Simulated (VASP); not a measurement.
# LaMg in VASP: a series of runs, part 2 of 2

VASP 6.6.1. The steps go on from the part before.

### Step 3. Single point, PBEsol

The input, INCAR:

```
  ALGO = Normal
  DIPOL = 0.5 0.5 0.500
  EDIFF = 1E-6
  ENCUT = 520
  GGA = PS
  IDIPOL = 3
  ISIF = 2
  ISMEAR = 0
  LASPH = True
  LCHARG = True
  LDIPOL = True
  LELF = True
  LREAL = False
  LVACPOTAV = True
  LVHAR = True
  LWAVE = False
  NBANDS = 36
  NELM = 80
  PREC = Accurate
  SIGMA = 0.1
```

The input, KPOINTS:

```
k-points
0
Gamma
  9 6 1
```

The input, POSCAR:

```
LaMg
1.0
    3.9055988220      0.0000000000      0.0000000000
    0.0000000000      5.5233508233      0.0000000000
    0.0000000000      0.0000000000     23.2850262350
La Mg
4 4
Direct
    0.0000000000      0.5000000000      0.3220954069
    0.0000000000      0.0000000000      0.4406984690
    0.0000000000      0.5000000000      0.5593015310
    0.0000000000      0.0000000000      0.6779045931
    0.5000000000      0.0000000000      0.3220954069
    0.5000000000      0.5000000000      0.4406984690
    0.5000000000      0.0000000000      0.5593015310
    0.5000000000      0.5000000000      0.6779045931
```

Potentials or basis: VASP PAW PBE potentials, release 64 (La, Mg).

Run with:

```console
$ cat potpaw_PBE.64/La/POTCAR potpaw_PBE.64/Mg/POTCAR > POTCAR
$ mpirun -np 1 vasp_std > vasp.out
```

OUTCAR:

```text
EDIFF = 1E-6
   ENCUT = 520
   GGA = PS
   ISIF = 2
   ISMEAR = 0
   LASPH = True
   LREAL = False
   NELM = 80
   PREC = Accurate

 ion  position               nearest neighbor table
   1  0.000  0.500  0.322-   5 3.38   5 3.38   5 3.38   5 3.38   6 3.38   6 3.38
   2  0.000  0.000  0.441-   7 3.38   7 3.38   6 3.38   6 3.38   6 3.38   6 3.38   5 3.38   5 3.38

   3  0.000  0.500  0.559-   6 3.38   6 3.38   7 3.38   7 3.38   7 3.38   7 3.38   8 3.38   8 3.38

   4  0.000  0.000  0.678-   8 3.38   8 3.38   8 3.38   8 3.38   7 3.38   7 3.38
   5  0.500  0.000  0.322-   1 3.38   1 3.38   1 3.38   1 3.38   2 3.38   2 3.38
   6  0.500  0.500  0.441-   3 3.38   3 3.38   2 3.38   2 3.38   2 3.38   2 3.38   1 3.38   1 3.38

   7  0.500  0.000  0.559-   2 3.38   2 3.38   3 3.38   3 3.38   3 3.38   3 3.38   4 3.38   4 3.38

   8  0.500  0.500  0.678-   4 3.38   4 3.38   4 3.38   4 3.38   3 3.38   3 3.38

  LATTYP: Found a simple orthorhombic cell.
 ALAT       =     3.9055988220
 B/A-ratio  =     1.4142135624
 C/A-ratio  =     5.9619605843

  Lattice vectors:
[... 196 lines left out ...]
 Fermi energy:         1.1145731355

 k-point     1 :       0.0000    0.0000    0.0000
  band No.  band energies     occupation
      1     -32.1459      2.00000
      2     -32.1459      2.00000
      3     -31.6378      2.00000
      4     -31.5967      2.00000
      5     -15.9102      2.00000
      6     -15.9047      2.00000
[... 769 lines left out ...]
     35       2.4109      0.00000
     36       2.4144      0.00000

------------------------ aborting loop because EDIFF is reached ----------------------------------------

  FORCE on cell =-STRESS in cart. coord.  units (eV):
  Direction    XX          YY          ZZ          XY          YZ          ZX
  --------------------------------------------------------------------------------------
  -------------------------------------------------------------------------------------
  Total       -2.2036473     -0.1703412     -1.5799008      0.0000000      0.0000000      0.0000000
  in kB       -7.0288727     -0.5433294     -5.0393371      0.0000000      0.0000000      0.0000000
  external PRESSURE =      -4.2038464 kB  Pullay stress =       0.0000000 kB

 VOLUME and BASIS-vectors are now :
 -----------------------------------------------------------------------------
  energy-cutoff  :      520.00
  volume of cell :      502.30
      direct lattice vectors                 reciprocal lattice vectors
     3.905598822  0.000000000  0.000000000     0.256042683  0.000000000  0.000000000
     0.000000000  5.523350823  0.000000000     0.000000000  0.181049517  0.000000000
     0.000000000  0.000000000 23.285026235     0.000000000  0.000000000  0.042946054

 POSITION                                       TOTAL-FORCE (eV/Angst)
 -----------------------------------------------------------------------------------
      0.00000      2.76168      7.50000         0.000000      0.000000      0.165943
      0.00000      0.00000     10.26168         0.000000      0.000000      0.139261
      0.00000      2.76168     13.02335         0.000000      0.000000     -0.139261
      0.00000      0.00000     15.78503         0.000000      0.000000     -0.165943
      1.95280      0.00000      7.50000         0.000000      0.000000     -0.003538
      1.95280      2.76168     10.26168         0.000000      0.000000     -0.057851
      1.95280      0.00000     13.02335         0.000000      0.000000      0.057851
      1.95280      2.76168     15.78503         0.000000      0.000000      0.003538
 -----------------------------------------------------------------------------------
    total drift:                               -0.000000     -0.000000      0.000000

  FREE ENERGIE OF THE ION-ELECTRON SYSTEM (eV)
  ---------------------------------------------------
  free  energy   TOTEN  =       -26.6197790658 eV

  energy  without entropy=      -26.5752662940  energy(sigma->0) =      -26.59752268

 vacuum level on the upper side and lower side of the slab         4.375         4.375
```

Run time: 16 min. Hardware: 1 thread of Intel Xeon Platinum 8488C (Sapphire Rapids), shared host; peak memory 0.69 GiB.

What came out:

| Item | Value |
| --- | --- |
| Free energy | -26.6198 eV |
| Largest force | 0.166 eV/Å |
| Band gap on the k mesh | zero (bands 26 and 27 overlap by 0.44 eV) |

Forces in eV/Å, atoms in the order of the input:
```
La   0.000  0.000  0.166
La   0.000  0.000  0.139
La   0.000  0.000 -0.139
La   0.000  0.000 -0.166
Mg   0.000  0.000 -0.004
Mg   0.000  0.000 -0.058
Mg   0.000  0.000  0.058
Mg   0.000  0.000  0.004
```

Caveat: the PAW data sets were made with another functional, which shifts forces and pressure a little; spin-orbit coupling is left out, which moves the levels of the heavy elements.
